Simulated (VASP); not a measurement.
A run of VASP 6.6.1 is set up as follows.

INCAR

```
SYSTEM = PbS
ALGO = Normal
EDIFF = 1E-7
ENCUT = 520
GGA = PE
ISIF = 2
ISMEAR = -1
LASPH = .True.
LCHARG = .False.
LREAL = .False.
LWAVE = .False.
NBANDS = 28
NELM = 80
PREC = Accurate
SIGMA = 0.01
```

KPOINTS

```
k-points
0
Gamma
  7 7 3
  0 0 0
```

File POSCAR:

```
PbS
1.0
    2.8970000000     -2.8558925000      0.0006075000
    2.9840000000      2.9441075000      0.0876075000
   -0.9044106500      0.1594386000     11.6930892500
Pb S
2 2
Direct
    0.7756000000      0.7756000000      0.6363800000
    0.2244000000      0.2244000000      0.3636200000
    0.2684000000      0.2684000000      0.5986000000
    0.7316000000      0.7316000000      0.4014000000
```

Potentials or basis: VASP PAW PBE potentials, release 64 (Pb_d, S).

Launch:

```console
$ cat potpaw_PBE.64/Pb_d/POTCAR potpaw_PBE.64/S/POTCAR > POTCAR
$ mpirun -np 1 vasp_std > vasp.out
```

Q: What does it give for the band gap on the k mesh?

A: 1.25 eV (least direct gap 1.26 eV).

Q: What does it give for the largest force?

A: 0.408 eV/Å.

Forces on the atoms (eV/Å):
```
Pb  -0.007 -0.010 -0.408
Pb   0.007  0.010  0.408
S   -0.091 -0.088 -0.066
S    0.091  0.088  0.066
```

Caveat: the cell differs from its parent crystal (equal xy, yz and zx shear strains of +3 %); there is no dipole correction, which matters where the two faces differ; spin-orbit coupling is left out, which moves the levels of the heavy elements.
